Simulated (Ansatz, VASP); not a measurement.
One calculation of InAs, two programs

```xyz
2
Lattice="0.0000 3.0449 3.0449 3.0449 0.0000 3.0449 3.0449 3.0449 0.0000" Properties=species:S:1:pos:R:3 pbc="T T T"
In    0.0000    0.0000    0.0000
As    4.5673    4.5673    4.5673
```

Alike in both runs: functional PBEsol; k mesh 12 × 12 × 12; occupations gaussian, width 0.1 eV; no spin polarisation.

Ansatz relaxed the structure, and its values are those at the end. VASP's run is a single point on that final structure, the one shown.

```csv
,VASP,Ansatz
version,VASP 6.6.1,Ansatz 0.2.0
potentials or method,"VASP PAW PBE potentials, release 64 (In_d, As), cutoff 520 eV","scalar-relativistic, plane waves, PAW"
valence electrons in the cell,18,28
```

```tsv
	VASP	Ansatz	Ansatz less VASP
gap on the k mesh at the Fermi level (eV)	none	none	-
pressure (GPa)	0.0	-0.1	-0.09
```

VASP's potentials were made for PBE, not for PBEsol. A gap of «none» marks a metal or a gap that the smearing closes. VASP's potentials hold 18 valence electrons a cell and Ansatz's 28, so a difference there can come from the potentials and not from the codes.
